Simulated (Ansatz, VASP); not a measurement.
## Two plane-wave programs on MgO

The input POSCAR:

```
MgO
1.0
    0.0000000000      2.1021674155      2.1021674155
    2.1021674155      0.0000000000      2.1021674155
    2.1021674155      2.1021674155      0.0000000000
Mg O
1 1
Direct
    0.0000000000      0.0000000000      0.0000000000
    0.5000000000      0.5000000000      0.5000000000
```

File INCAR.step1:

```
PREC = Accurate
ENCUT = 920
ISMEAR = 0
SIGMA = 0.01
LREAL = False
LASPH = True
NELM = 120
NBANDS = 15
GGA = PE
ALGO = Normal
EDIFF = 1E-5
LWAVE = True
LCHARG = False
GGA_COMPAT = False
```

The input INCAR.step2:

```
PREC = Accurate
ENCUT = 920
EDIFF = 1E-6
ISMEAR = 0
SIGMA = 0.01
LREAL = False
LASPH = True
NELM = 120
ALGO = Normal
ISIF = 2
LWAVE = False
LCHARG = True
METAGGA = R2SCAN
LMIXTAU = True
LELF = True
LVHAR = True
NBANDS = 15
ISTART = 1
GGA_COMPAT = False
```

Contents of KPOINTS:

```
Automatic mesh
0
Gamma
  10 10 10
```

Input for Ansatz:

```yaml
crystal:
  lattice:
    - [0.0, 2.1021674155, 2.1021674155]
    - [2.1021674155, 0.0, 2.1021674155]
    - [2.1021674155, 2.1021674155, 0.0]
  atoms:
    - { symbol: Mg, position: [0.0, 0.0, 0.0] }
    - { symbol: O, position: [0.5, 0.5, 0.5] }
kpoints:
  mp_grid: { grid: [10, 10, 10] }
  band_path:
    path:
      - [0.0, 0.0, 0.0]
      - [0.5, 0.0, 0.5]
      - [0.625, 0.25, 0.625]
      - [0.375, 0.375, 0.75]
      - [0.5, 0.5, 0.5]
      - [0.5, 0.25, 0.75]
    npoints: 1
hamiltonian:
  xc: r2scan
scf:
  occupations: { method: fixed }
  n_extra_bands: 4
output:
  forces: true
  stress: true
  eigenvalues: true
  write_density: true
  write_potential: true
  elf: true
  volumetric_format: npy
```

Alike in both runs: task single point; functional r2SCAN; k mesh 10 × 10 × 10; no spin polarisation.

|  | VASP | Ansatz |
| --- | --- | --- |
| version | VASP 6.6.1 | Ansatz 0.2.0 |
| potentials or method | VASP PAW PBE potentials, release 64 (Mg_sv, O) | plane waves, PAW |
| plane-wave cutoff (eV) | 920 | 500 |
| occupations | gaussian, width 0.01 eV | fixed |
| valence electrons in the cell | 16 | 16 |

Ansatz gave:

* gap on the k mesh at the Fermi level (eV): 5.68
* pressure (GPa): 0.0

Task: Which values does VASP return?

Result: gap on the k mesh at the Fermi level (eV): 5.70; pressure (GPa): 0.5.

VASP's potentials were made for PBE, not for r2SCAN.
